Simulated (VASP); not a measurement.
# TePb (Pm-3m) in VASP: further runs, part 2 of 2

VASP 6.6.1. The steps go on from the part before.

### 3 Single point, PBE

Input file INCAR:

```
SYSTEM = TePb
PREC = Accurate ; ENCUT = 520
EDIFF = 1E-6 ; ISMEAR = 0
SIGMA = 0.020999999999999998 ; LREAL = .FALSE.
LASPH = .TRUE. ; NELM = 100
ALGO = Normal ; ISIF = 2
LWAVE = .FALSE. ; LCHARG = .TRUE.
GGA = PE ; LELF = .TRUE.
LVHAR = .TRUE. ; NBANDS = 17
```

Input file KPOINTS:

```
Automatic mesh
0
G
  7 7 7
  0 0 0
```

Input file POSCAR:

```
TePb
1.0
    4.0022870000      0.0000000000      0.0000000000
    0.0000000000      4.0022870000      0.0000000000
    0.0000000000      0.0000000000      4.0022870000
Pb Te
1 1
Direct
    0.0000000000      0.0000000000      0.0000000000
    0.5000000000      0.5000000000      0.5000000000
```

Potentials or basis: VASP PAW PBE potentials, release 64 (Pb_d, Te).

Launch:

```bash
> cat potpaw_PBE.64/Pb_d/POTCAR potpaw_PBE.64/Te/POTCAR > POTCAR
> mpirun -np 1 vasp_std > vasp.out
```

OUTCAR:

```text
SYSTEM = TePb
   PREC = Accurate
   ENCUT = 520
   EDIFF = 1E-6
   ISMEAR = 0
   LREAL = .FALSE.
   LASPH = .TRUE.
   NELM = 100
   ISIF = 2
   GGA = PE

 ion  position               nearest neighbor table
   1  0.000  0.000  0.000-   2 3.47   2 3.47   2 3.47   2 3.47   2 3.47   2 3.47   2 3.47   2 3.47

   2  0.500  0.500  0.500-   1 3.47   1 3.47   1 3.47   1 3.47   1 3.47   1 3.47   1 3.47   1 3.47

  LATTYP: Found a simple cubic cell.
 ALAT       =     4.0022870000

  Lattice vectors:

 A1 = (   4.0022870000,   0.0000000000,   0.0000000000)
 A2 = (   0.0000000000,   4.0022870000,   0.0000000000)
 A3 = (   0.0000000000,   0.0000000000,   4.0022870000)

Analysis of symmetry for initial positions (statically):
=====================================================================
 Subroutine PRICEL returns:
 Original cell was already a primitive cell.

 Routine SETGRP: Setting up the symmetry group for a
 simple cubic supercell.

 Subroutine GETGRP returns: Found 48 space group operations
 (whereof 48 operations were pure point group operations)
 out of a pool of 48 trial point group operations.

The static configuration has the point symmetry O_h .

Analysis of symmetry for dynamics (positions and initial velocities):
=====================================================================
 Subroutine PRICEL returns:
 Original cell was already a primitive cell.

 Routine SETGRP: Setting up the symmetry group for a
 simple cubic supercell.

 Subroutine GETGRP returns: Found 48 space group operations
 (whereof 48 operations were pure point group operations)
 out of a pool of 48 trial point group operations.

The dynamic configuration has the point symmetry O_h .

 Subroutine INISYM returns: Found 48 space group operations
 (whereof 48 operations are pure point group operations),
 and found     1 'primitive' translations

----------------------------------------------------------------------------------------

                                     Primitive cell

  volume of cell :      64.1098

  direct lattice vectors                    reciprocal lattice vectors
     4.002287000  0.000000000  0.000000000     0.249857144  0.000000000  0.000000000
     0.000000000  4.002287000  0.000000000     0.000000000  0.249857144  0.000000000
     0.000000000  0.000000000  4.002287000     0.000000000  0.000000000  0.249857144

  length of vectors
     4.002287000  4.002287000  4.002287000     0.249857144  0.249857144  0.249857144

  position of ions in fractional coordinates (direct lattice)
     0.000000000  0.000000000  0.000000000
     0.500000000  0.500000000  0.500000000

  ion indices of the primitive-cell ions
   primitive index   ion index
                 1           1
                 2           2

----------------------------------------------------------------------------------------

 KPOINTS: Automatic mesh

Automatic generation of k-mesh.
 Grid dimensions read from file:
 generate k-points for:    7    7    7

 Generating k-lattice:

  Cartesian coordinates                     Fractional coordinates (reciprocal lattice)
     0.035693878  0.000000000  0.000000000     0.142857143  0.000000000  0.000000000
     0.000000000  0.035693878  0.000000000     0.000000000  0.142857143  0.000000000
     0.000000000  0.000000000  0.035693878     0.000000000  0.000000000  0.142857143

  Length of vectors
     0.035693878  0.035693878  0.035693878

  Shift w.r.t. Gamma in fractional coordinates (k-lattice)
     0.000000000  0.000000000  0.000000000

 Subroutine IBZKPT returns following result:
 ===========================================

 Found     20 irreducible k-points:

 Following reciprocal coordinates:
            Coordinates               Weight
  0.000000  0.000000  0.000000      1.000000
  0.142857  0.000000  0.000000      6.000000
  0.285714  0.000000  0.000000      6.000000
  0.428571  0.000000  0.000000      6.000000
  0.142857  0.142857  0.000000     12.000000
  0.285714  0.142857  0.000000     24.000000
[... 12 lines left out ...]
  0.428571  0.428571  0.285714     24.000000
  0.428571  0.428571  0.428571      8.000000
   k-points           NKPTS =     20   k-points in BZ     NKDIM =     20   number of bands    NBANDS=     17
   number of dos      NEDOS =    301   number of ions     NIONS =      2
   total plane-waves  NPLWV =  27000
   dimension x,y,z NGX =    30 NGY =   30 NGZ =   30
   dimension x,y,z NGXF=    60 NGYF=   60 NGZF=   60
   ions per type =               1   1
   NGX,Y,Z   is equivalent  to a cutoff of  12.46, 12.46, 12.46 a.u.
   NGXF,Y,Z  is equivalent  to a cutoff of  24.92, 24.92, 24.92 a.u.
 SYSTEM =  TePb
   PREC   = accura    normal or accurate (medium, high low for compatibility)
   ISTART =      0    job   : 0-new  1-cont  2-samecut
   ICHARG =      2    charge: 1-file 2-atom 10-const
   ISPIN  =      1    spin polarized calculation?
   LNONCOLLINEAR =      F non collinear calculations
   LSORBIT =      F    spin-orbit coupling
   LASPH  =      T    aspherical Exc in radial PAW
   ENCUT  =  520.0 eV  38.22 Ry    6.18 a.u.   7.44  7.44  7.44*2*pi/ulx,y,z
   NELM   =    100;   NELMIN=  2; NELMDL= -5     # of ELM steps
   EDIFF  = 0.1E-05   stopping-criterion for ELM
   LREAL  =      F    real-space projection
   EDIFFG = 0.1E-04   stopping-criterion for IOM
   NSW    =      0    number of steps for IOM
   IBRION =     -1    ionic relax: 0-MD 1-quasi-New 2-CG
   NFREE  =      0    steps in history (QN), initial steepest desc. (CG)
   ISIF   =      2    stress and relaxation
   ISYM   =      2    0-nonsym 1-usesym 2-fastsym
   POTIM  = 0.5000    time-step for ionic-motion
   TEBEG  =    0.0;   TEEND  =   0.0 temperature during run
   PSTRESS=    0.0 pullay stress
   NELECT =      20.0000    total number of electrons
   NUPDOWN=      -1.0000    fix difference up-down
   EMIN   =  10.00;   EMAX   =-10.00  energy-range for DOS
   EFERMI =   0.00;   METHOD = LEGACY
   ISMEAR =     0;   SIGMA  =   0.02  broadening in eV -4-tet -1-fermi 0-gaus
   EFERMI_NEDOS =   21; number of points for ismear=-14 and -15
   IALGO  =     38    algorithm
   IMIX   =      4    mixing-type and parameters
     AMIX     =   0.40;   BMIX     =  1.00
     AMIX_MAG =   1.60;   BMIX_MAG =  1.00
  volume/ion in A,a.u.               =      32.05       216.32
  Fermi-wavevector in a.u.,A,eV,Ry     =   1.110307  2.098177 16.773027  1.232783
  Thomas-Fermi vector in A             =   2.246857
   LORBIT       =      0    0 simple, 1 ext, 2 COOP (PROOUT), +10 PAW based schemes
   GGA     = PE    functional components
   LHFCALC =     F    Hartree Fock is set to
   AEXX    =    0.0000 exact exchange contribution
   IVDW    =     0    specifies the selected vdW correction
   LEPSILON=     F    determine dielectric tensor
   LRPA    =     F    only Hartree local field effects (RPA)
 non-spin polarized calculation
 Gauss-broadening in eV      SIGMA  =   0.02
  energy-cutoff  :      520.00
  volume of cell :       64.11
 maximum number of plane-waves:      1751
 NGX is ok and might be reduce to    30
   NGX = 15   NGY = 15   NGZ = 15

 number of electron      20.0000009 magnetization

 Free energy of the ion-electron system (eV)
  ---------------------------------------------------
  ext. energy  EPLUGINS =         0.00000000
  ---------------------------------------------------
  free energy    TOTEN  =        -7.05217840 eV

  energy without entropy =       -7.05065026  energy(sigma->0) =       -7.05141433

 E-fermi :   6.4006     XC(G=0):  -9.6815

 val. band max:        6.3988243398   @ k =   0.4286   0.2857   0.0000
 cond. band min:       6.4090782809   @ k =   0.4286   0.4286   0.2857
 fundamental gap:      0.0102539410
 Fermi energy:         6.4006348859

 k-point     1 :       0.0000    0.0000    0.0000
  band No.  band energies     occupation
      1     -10.7866      2.00000
      2     -10.7866      2.00000
      3     -10.7033      2.00000
      4     -10.7033      2.00000
      5     -10.7033      2.00000
      6      -5.7666      2.00000
[... 9 lines left out ...]
     16      16.3462      0.00000
     17      17.4102      0.00000
[... 361 lines left out ...]
 k-point    20 :       0.4286    0.4286    0.4286
  band No.  band energies     occupation
      1     -10.7551      2.00000
      2     -10.7533      2.00000
      3     -10.7533      2.00000
      4     -10.6801      2.00000
      5     -10.6801      2.00000
      6      -3.3809      2.00000
[... 9 lines left out ...]
     16      18.8136      0.00000
     17      20.8012      0.00000

------------------------ aborting loop because EDIFF is reached ----------------------------------------

  FORCE on cell =-STRESS in cart. coord.  units (eV):
  Direction    XX          YY          ZZ          XY          YZ          ZX
  --------------------------------------------------------------------------------------
  -------------------------------------------------------------------------------------
  Total        0.0202017      0.0202017      0.0202017     -0.0000000     -0.0000000      0.0000000
  in kB        0.5048641      0.5048641      0.5048641     -0.0000000     -0.0000000      0.0000000
  external PRESSURE =       0.5048641 kB  Pullay stress =       0.0000000 kB

 VOLUME and BASIS-vectors are now :
 -----------------------------------------------------------------------------
  energy-cutoff  :      520.00
  volume of cell :       64.11
      direct lattice vectors                 reciprocal lattice vectors
     4.002287000  0.000000000  0.000000000     0.249857144  0.000000000  0.000000000
     0.000000000  4.002287000  0.000000000     0.000000000  0.249857144  0.000000000
     0.000000000  0.000000000  4.002287000     0.000000000  0.000000000  0.249857144

 POSITION                                       TOTAL-FORCE (eV/Angst)
 -----------------------------------------------------------------------------------
      0.00000      0.00000      0.00000         0.000000      0.000000      0.000000
      2.00114      2.00114      2.00114         0.000000      0.000000      0.000000
 -----------------------------------------------------------------------------------
    total drift:                                0.000000     -0.000000     -0.000000

  FREE ENERGIE OF THE ION-ELECTRON SYSTEM (eV)
  ---------------------------------------------------
  free  energy   TOTEN  =        -7.0521783992 eV

  energy  without entropy=       -7.0506502566  energy(sigma->0) =       -7.05141433
```

Wall time 11 s (1 thread of Intel Xeon 6975P-C, shared host); peak memory 0.18 GiB.

What came out:

| Quantity | Value |
| --- | --- |
| Free energy | -7.0522 eV |
| Pressure | 0.1 GPa |
| Band gap on the k mesh | zero (band 10 reaches 6.57 eV, above the bottom of band 11 at 5.77 eV) |

Levels at points of the mesh, in eV from the Fermi level:
```csv
k point,band 8,band 9,band 10,band 11,band 12,band 13
"(0.00, 0.00, 0.00)",-1.57,-1.57,-1.57,4.00,4.00,5.22
```

Caveat: spin-orbit coupling is left out, which moves the levels of the heavy elements.

### 4 Single point, PBE

Input file INCAR:

```
SYSTEM = TePb
PREC = Accurate ; ENCUT = 520
EDIFF = 1E-6 ; ISMEAR = 0
SIGMA = 0.022 ; LREAL = .FALSE.
LASPH = .TRUE. ; NELM = 80
ALGO = Normal ; ISIF = 2
LWAVE = .FALSE. ; LCHARG = .FALSE.
GGA = PE ; NBANDS = 17
```

KPOINTS is that of step 3.

POSCAR is that of step 3.

Launch:

```bash
> cat potpaw_PBE.64/Pb_d/POTCAR potpaw_PBE.64/Te/POTCAR > POTCAR
> mpirun -np 1 vasp_std > vasp.out
```

It took 16 s on 1 thread of Intel Xeon 6975P-C, shared host; peak memory 0.18 GiB.

It converged, with:

- Free energy: -7.0523 eV
- Pressure: 0.1 GPa
- Band gap on the k mesh: zero (band 10 reaches 6.57 eV, above the bottom of band 11 at 5.77 eV)

Levels at points of the mesh, in eV from the Fermi level:
```
           k point  band 8  band 9  band 10  band 11  band 12  band 13
(0.00, 0.00, 0.00)   -1.57   -1.57    -1.57     4.00     4.00     5.22
```

Caveat: spin-orbit coupling is left out, which moves the levels of the heavy elements.

### 5 Overview

```csv
smearing,gap on the mesh (eV),pressure (GPa)
gaussian 0.02 eV,none,0.0
gaussian 0.021 eV,none,0.1
gaussian 0.022 eV,none,0.1
```

Alike in all rows: task single point; level PBE; potentials or basis VASP PAW PBE potentials, release 64 (Pb_d, Te); no spin polarisation; cell as given; k mesh 7 × 7 × 7; cutoff (eV) 520.

Every run on the cell as given and a fine mesh finds a metal.

Caveats: spin-orbit coupling is left out, which moves the levels of the heavy elements.

Absolute energies hang on the potentials; compare differences alone.
